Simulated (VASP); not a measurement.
Write the native input for VASP 6.6.1 that does the following.

| Item | Value |
| --- | --- |
| Task | single point |
| Functional | PBEsol |
| Potentials or basis | VASP PAW PBE potentials, release 64 (W_sv) |
| Cutoff | 520 eV |
| k mesh | 9 × 6 × 6 |
| Occupations | fermi-dirac, width 0.05 eV |
| Spin | no spin polarisation |
| Dipole correction | no |
| Further INCAR settings | ALGO = Fast; EDIFF = 1e-06; NBANDS = 36 |

The structure of W lies in POSCAR:

```
W
1.0
    2.8282695754      0.0000000000      0.0000000000
    0.0000000000      4.8960819983      0.0000000000
    0.0000000000      0.0000000000      4.9563032019
W
4
Direct
    0.7931720000      0.9368430000      0.7500000000
    0.2068280000      0.4368430000      0.7500000000
    0.2068280000      0.0631570000      0.2500000000
    0.7931720000      0.5631570000      0.2500000000
```

This cell differs from its parent crystal: volume scaled by 1.02.

One way to write it, as run:

INCAR

```
SYSTEM = W
PREC = Accurate
ENCUT = 520
EDIFF = 1E-6
ISMEAR = -1
SIGMA = 0.05
LREAL = .False.
LASPH = .True.
NELM = 80
ALGO = Fast
ISIF = 2
LWAVE = .False.
LCHARG = .False.
GGA = PS
NBANDS = 36
```

KPOINTS

```
Automatic mesh
0
Gamma
  9 6 6
  0 0 0
```

Potentials or basis: VASP PAW PBE potentials, release 64 (W_sv).

Command:

```bash
$ cat potpaw_PBE.64/W_sv/POTCAR > POTCAR
$ mpirun -np 1 vasp_std > vasp.out
```

Results of the run:

```
Pressure               : -15.1 GPa
Largest force          : 0.092 eV/Å
Band gap on the k mesh : zero (band 28 reaches 10.73 eV, above the bottom of band 29 at 9.54 eV)
```

Caveat: the PAW data sets were made with another functional, which shifts forces and pressure a little; spin-orbit coupling is left out, which moves the levels of the heavy elements.

It took 6.6 min on 1 thread of Intel Xeon 8259CL, with other jobs on the host, peak memory 0.27 GiB.
